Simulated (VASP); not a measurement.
# TiZn3N3 (P-62m) in VASP: notebook

Runs on TiZn3N3. Level: PBE. Tasks: single point, relaxation of cell and atoms.

All numbers are computed with VASP 6.6.1; they aren't measurements. Logs are shortened: lines on timing, memory, paths and dates and some standing lists are left out, and cuts for length are marked.

### 1 The cell of the first run

The structure is hexagonal, space group P-62m (No. 189). Conventional cell: a = 5.729 Å, b = 5.729 Å, c = 5.291 Å, α = 90.00°, β = 90.00°, γ = 120.00°. Within 2.5 Å of Ti (site symmetry -62m) lie 3 N at 1.86 Å. Zn (site symmetry -62m) has 2 Ti at 2.65 Å and 6 N at 3.23 Å within 3.5 Å. Zn (site symmetry -6) has 3 N at 1.93 Å within 2.6 Å. Within 2.5 Å of N (site symmetry m2m) lie 1 Ti at 1.86 Å and 2 Zn at 1.93 Å.

The cell was built from a structure type or drawn by symmetry, and may not be a known phase.

### 2 Single point, PBE, collinear spin

The input, INCAR:

```
SYSTEM = TiZn3N3
PREC = Accurate ; ENCUT = 520
EDIFF = 1E-6 ; ISMEAR = 0
SIGMA = 0.15 ; LREAL = .FALSE.
LASPH = .TRUE. ; NELM = 150
ALGO = Normal ; ISIF = 2
LWAVE = .FALSE. ; LCHARG = .FALSE.
ISPIN = 2 ; MAGMOM = 1 0 0 0 0 0 0
LORBIT = 11 ; LMAXMIX = 4
GGA = PE ; NBANDS = 44
```

The input, KPOINTS:

```
regular mesh
0
G
  3 3 3
  0 0 0
```

The input, POSCAR:

```
TiZn3N3
1.0
    5.7286619587      0.0000000000      0.0000000000
   -2.8643309793      4.9611667859      0.0000000000
    0.0000000000      0.0000000000      5.2908144323
Ti Zn N
1 3 3
Direct
    0.0000000000      0.0000000000      0.0000000000
    0.0000000000      0.0000000000      0.5000000000
    0.3333333333      0.6666666667      0.0000000000
    0.6666666667      0.3333333333      0.0000000000
    0.6749769479      0.0000000000      0.0000000000
    0.0000000000      0.6749769479      0.0000000000
    0.3250230521      0.3250230521      0.0000000000
```

Potentials or basis: VASP PAW PBE potentials, release 64 (Ti_sv, Zn, N).

Command:

```console
$ cat potpaw_PBE.64/Ti_sv/POTCAR potpaw_PBE.64/Zn/POTCAR potpaw_PBE.64/N/POTCAR > POTCAR
$ mpirun -np 1 vasp_std > vasp.out
```

OUTCAR:

```text
SYSTEM = TiZn3N3
   PREC = Accurate
   ENCUT = 520
   EDIFF = 1E-6
   ISMEAR = 0
   LREAL = .FALSE.
   LASPH = .TRUE.
   NELM = 150
   ISIF = 2
   ISPIN = 2
   LORBIT = 11
   GGA = PE

 ion  position               nearest neighbor table
   1  0.000  0.000  0.000-   6 1.86   5 1.86   7 1.86   2 2.65   2 2.65
   2  0.000  0.000  0.500-   1 2.65   1 2.65
   3  0.333  0.667  0.000-   6 1.93   5 1.93   7 1.93
   4  0.667  0.333  0.000-   5 1.93   6 1.93   7 1.93
   5  0.675  0.000  0.000-   1 1.86   4 1.93   3 1.93
   6  0.000  0.675  0.000-   1 1.86   3 1.93   4 1.93
   7  0.325  0.325  0.000-   1 1.86   3 1.93   4 1.93

  LATTYP: Found a hexagonal cell.
 ALAT       =     5.7286619587
 C/A-ratio  =     0.9235689713

  Lattice vectors:

 A1 = (   5.7286619587,   0.0000000000,   0.0000000000)
 A2 = (  -2.8643309793,   4.9611667859,   0.0000000000)
 A3 = (   0.0000000000,   0.0000000000,   5.2908144323)

Analysis of symmetry for initial positions (statically):
=====================================================================
 Subroutine PRICEL returns:
 Original cell was already a primitive cell.

 Routine SETGRP: Setting up the symmetry group for a
 hexagonal supercell.

 Subroutine GETGRP returns: Found 12 space group operations
 (whereof 12 operations were pure point group operations)
 out of a pool of 24 trial point group operations.

The static configuration has the point symmetry D_3h.

Analysis of symmetry for dynamics (positions and initial velocities):
=====================================================================
 Subroutine PRICEL returns:
 Original cell was already a primitive cell.

 Routine SETGRP: Setting up the symmetry group for a
 hexagonal supercell.

 Subroutine GETGRP returns: Found 12 space group operations
 (whereof 12 operations were pure point group operations)
 out of a pool of 24 trial point group operations.

The dynamic configuration has the point symmetry D_3h.

Analysis of structural, dynamic, and magnetic symmetry:
=====================================================================
 Subroutine PRICEL returns:
 Original cell was already a primitive cell.

 Routine SETGRP: Setting up the symmetry group for a
 hexagonal supercell.

 Subroutine GETGRP returns: Found 12 space group operations
 (whereof 12 operations were pure point group operations)
 out of a pool of 24 trial point group operations.

The overall configuration has the point symmetry D_3h.

 Subroutine INISYM returns: Found 12 space group operations
 (whereof 12 operations are pure point group operations),
 and found     1 'primitive' translations

----------------------------------------------------------------------------------------

                                     Primitive cell

  volume of cell :     150.3694

  direct lattice vectors                    reciprocal lattice vectors
     5.728661959  0.000000000  0.000000000     0.174560832  0.100782744  0.000000000
    -2.864330979  4.961166786  0.000000000     0.000000000  0.201565487  0.000000000
     0.000000000  0.000000000  5.290814432     0.000000000  0.000000000  0.189006818

  length of vectors
     5.728661959  5.728661959  5.290814432     0.201565487  0.201565487  0.189006818

  position of ions in fractional coordinates (direct lattice)
     0.000000000  0.000000000  0.000000000
     0.000000000  0.000000000  0.500000000
     0.333333333  0.666666667  0.000000000
     0.666666667  0.333333333  0.000000000
     0.674976948  0.000000000  0.000000000
     0.000000000  0.674976948  0.000000000
     0.325023052  0.325023052  0.000000000

  ion indices of the primitive-cell ions
   primitive index   ion index
                 1           1
                 2           2
                 3           3
                 4           4
                 5           5
                 6           6
                 7           7

[... 32 lines left out ...]
  0.333333 -0.000000  0.333333     12.000000
  0.333333  0.333333  0.333333      4.000000
   k-points           NKPTS =      6   k-points in BZ     NKDIM =      6   number of bands    NBANDS=     44
   number of dos      NEDOS =    301   number of ions     NIONS =      7
   total plane-waves  NPLWV =  92160
   dimension x,y,z NGX =    48 NGY =   48 NGZ =   40
   dimension x,y,z NGXF=    96 NGYF=   96 NGZF=   80
   ions per type =               1   3   3
   NGX,Y,Z   is equivalent  to a cutoff of  13.93, 13.93, 12.57 a.u.
   NGXF,Y,Z  is equivalent  to a cutoff of  27.86, 27.86, 25.14 a.u.
 SYSTEM =  TiZn3N3
   PREC   = accura    normal or accurate (medium, high low for compatibility)
   ISTART =      0    job   : 0-new  1-cont  2-samecut
   ICHARG =      2    charge: 1-file 2-atom 10-const
   ISPIN  =      2    spin polarized calculation?
   LNONCOLLINEAR =      F non collinear calculations
   LSORBIT =      F    spin-orbit coupling
   LASPH  =      T    aspherical Exc in radial PAW
   ENCUT  =  520.0 eV  38.22 Ry    6.18 a.u.  10.65 10.65  9.84*2*pi/ulx,y,z
   NELM   =    150;   NELMIN=  2; NELMDL= -5     # of ELM steps
   EDIFF  = 0.1E-05   stopping-criterion for ELM
   LREAL  =      F    real-space projection
   EDIFFG = 0.1E-04   stopping-criterion for IOM
   NSW    =      0    number of steps for IOM
   IBRION =     -1    ionic relax: 0-MD 1-quasi-New 2-CG
   NFREE  =      0    steps in history (QN), initial steepest desc. (CG)
   ISIF   =      2    stress and relaxation
   ISYM   =      2    0-nonsym 1-usesym 2-fastsym
   POTIM  = 0.5000    time-step for ionic-motion
   TEBEG  =    0.0;   TEEND  =   0.0 temperature during run
   PSTRESS=    0.0 pullay stress
   NELECT =      63.0000    total number of electrons
   NUPDOWN=      -1.0000    fix difference up-down
   EMIN   =  10.00;   EMAX   =-10.00  energy-range for DOS
   EFERMI =   0.00;   METHOD = LEGACY
   ISMEAR =     0;   SIGMA  =   0.15  broadening in eV -4-tet -1-fermi 0-gaus
   EFERMI_NEDOS =   21; number of points for ismear=-14 and -15
   IALGO  =     38    algorithm
   IMIX   =      4    mixing-type and parameters
     AMIX     =   0.40;   BMIX     =  1.00
     AMIX_MAG =   1.60;   BMIX_MAG =  1.00
  volume/ion in A,a.u.               =      21.48       144.96
  Fermi-wavevector in a.u.,A,eV,Ry     =   1.224997  2.314909 20.417156  1.500619
  Thomas-Fermi vector in A             =   2.360051
   LORBIT       =     11    0 simple, 1 ext, 2 COOP (PROOUT), +10 PAW based schemes
   GGA     = PE    functional components
   LHFCALC =     F    Hartree Fock is set to
   AEXX    =    0.0000 exact exchange contribution
   IVDW    =     0    specifies the selected vdW correction
   LEPSILON=     F    determine dielectric tensor
   LRPA    =     F    only Hartree local field effects (RPA)
 spin polarized calculation
 Gauss-broadening in eV      SIGMA  =   0.15
  energy-cutoff  :      520.00
  volume of cell :      150.37
 maximum number of plane-waves:      4111
 NGX is ok and might be reduce to    42
   NGX = 21   NGY = 21   NGZ = 19

 number of electron      63.0000038 magnetization       0.0269169

 Free energy of the ion-electron system (eV)
  ---------------------------------------------------
  ext. energy  EPLUGINS =         0.00000000
  ---------------------------------------------------
  free energy    TOTEN  =       -35.24708135 eV

  energy without entropy =      -35.15377766  energy(sigma->0) =      -35.20042950

 E-fermi :  -0.4727     XC(G=0):  -8.0415

 val. band max:       -0.4969912704   @ k =   0.3333  -0.0000   0.3333
 cond. band min:      -0.3599649656   @ k =   0.3333   0.3333   0.3333
 fundamental gap:      0.1370263048
 Fermi energy:        -0.4727026281

 spin component 1

 k-point     1 :       0.0000    0.0000    0.0000
  band No.  band energies     occupation
      1     -55.8090      1.00000
      2     -32.2559      1.00000
      3     -32.1225      1.00000
      4     -32.1225      1.00000
      5     -13.6338      1.00000
      6     -12.5609      1.00000
[... 265 lines left out ...]
     42       6.7448      0.00000
     43       6.9048      0.00000
 Fermi energy:        -0.4727026281

 spin component 2

 k-point     1 :       0.0000    0.0000    0.0000
  band No.  band energies     occupation
      1     -55.8065      1.00000
      2     -32.2528      1.00000
      3     -32.1202      1.00000
      4     -32.1202      1.00000
      5     -13.6267      1.00000
      6     -12.5531      1.00000
[... 265 lines left out ...]
     42       6.7489      0.00000
     43       6.9069      0.00000
 [bands above 43 left out]

------------------------ aborting loop because EDIFF is reached ----------------------------------------

  FORCE on cell =-STRESS in cart. coord.  units (eV):
  Direction    XX          YY          ZZ          XY          YZ          ZX
  --------------------------------------------------------------------------------------
  -------------------------------------------------------------------------------------
  Total        0.4666143      0.4666143      0.5286204      0.0000000      0.0000000      0.0000000
  in kB        4.9717476      4.9717476      5.6324189      0.0000000      0.0000000      0.0000000
  external PRESSURE =       5.1919714 kB  Pullay stress =       0.0000000 kB

 VOLUME and BASIS-vectors are now :
 -----------------------------------------------------------------------------
  energy-cutoff  :      520.00
  volume of cell :      150.37
      direct lattice vectors                 reciprocal lattice vectors
     5.728661959  0.000000000  0.000000000     0.174560832  0.100782744  0.000000000
    -2.864330979  4.961166786  0.000000000     0.000000000  0.201565487  0.000000000
     0.000000000  0.000000000  5.290814432     0.000000000  0.000000000  0.189006818

 POSITION                                       TOTAL-FORCE (eV/Angst)
 -----------------------------------------------------------------------------------
      0.00000      0.00000      0.00000         0.000000      0.000000     -0.000000
      0.00000      0.00000      2.64541         0.000000      0.000000     -0.000000
     -0.00000      3.30744      0.00000         0.000000     -0.000000     -0.000000
      2.86433      1.65372      0.00000         0.000000      0.000000     -0.000000
      3.86671      0.00000      0.00000         0.030635     -0.000000      0.000000
     -1.93336      3.34867      0.00000        -0.015317      0.026530      0.000000
      0.93097      1.61249      0.00000        -0.015317     -0.026530     -0.000000
 -----------------------------------------------------------------------------------
    total drift:                                0.000034      0.000059     -0.000008

  FREE ENERGIE OF THE ION-ELECTRON SYSTEM (eV)
  ---------------------------------------------------
  free  energy   TOTEN  =       -35.2470813475 eV

  energy  without entropy=      -35.1537776583  energy(sigma->0) =      -35.20042950

 total charge

# of ion       s       p       d       tot
------------------------------------------
    1        2.255   6.246   2.093  10.595
    2        0.767   0.105   9.744  10.617
    3        0.571   0.530   9.806  10.908
    4        0.571   0.530   9.806  10.908
    5        1.267   2.393   0.000   3.660
    6        1.267   2.393   0.000   3.660
    7        1.267   2.393   0.000   3.660
--------------------------------------------------
tot          7.965  14.592  31.450  54.007

 magnetization (x)

# of ion       s       p       d       tot
------------------------------------------
    1        0.000   0.001   0.002   0.003
    2        0.001   0.001  -0.000   0.001
    3       -0.000   0.000   0.001   0.001
    4       -0.000   0.000   0.001   0.001
    5        0.000   0.004   0.000   0.004
    6        0.000   0.004   0.000   0.004
    7        0.000   0.004   0.000   0.004
--------------------------------------------------
tot          0.001   0.015   0.005   0.020
```

It took 2.3 min on 1 thread of Intel Xeon Platinum 8488C (Sapphire Rapids), shared host; peak memory 0.39 GiB.

Results:

```
Free energy                                           : -35.2471 eV
Pressure                                              : 0.5 GPa
Largest force                                         : 0.031 eV/Å
Net moment                                            : 0.03 μB per cell
Valence electrons inside the program's atomic spheres : Ti 10.60; Zn 10.62, 10.91 (each value once); N 3.66
```

Forces on the atoms (eV/Å):
```
Ti   0.000  0.000  0.000
Zn   0.000  0.000  0.000
Zn   0.000  0.000  0.000
Zn   0.000  0.000  0.000
N    0.031  0.000  0.000
N   -0.015  0.027  0.000
N   -0.015 -0.027  0.000
```

Levels at points of the mesh, in eV from the Fermi level:
Spin up:
```tsv
k point	band 28	band 29	band 30	band 31	band 32	band 33	band 34	band 35	band 36	band 37
(0.00, 0.00, 0.00)	-1.75	-0.65	-0.65	-0.58	-0.58	3.41	3.96	3.96	4.50	4.50
```
Spin down:
```
           k point  band 29  band 30  band 31  band 32  band 33  band 34  band 35  band 36
(0.00, 0.00, 0.00)    -0.65    -0.65    -0.58    -0.58     3.42     3.96     3.96     4.50
```

Caveat: the k points lie up to 0.42 Å⁻¹ apart.

(Continued in part 2 of 2.)
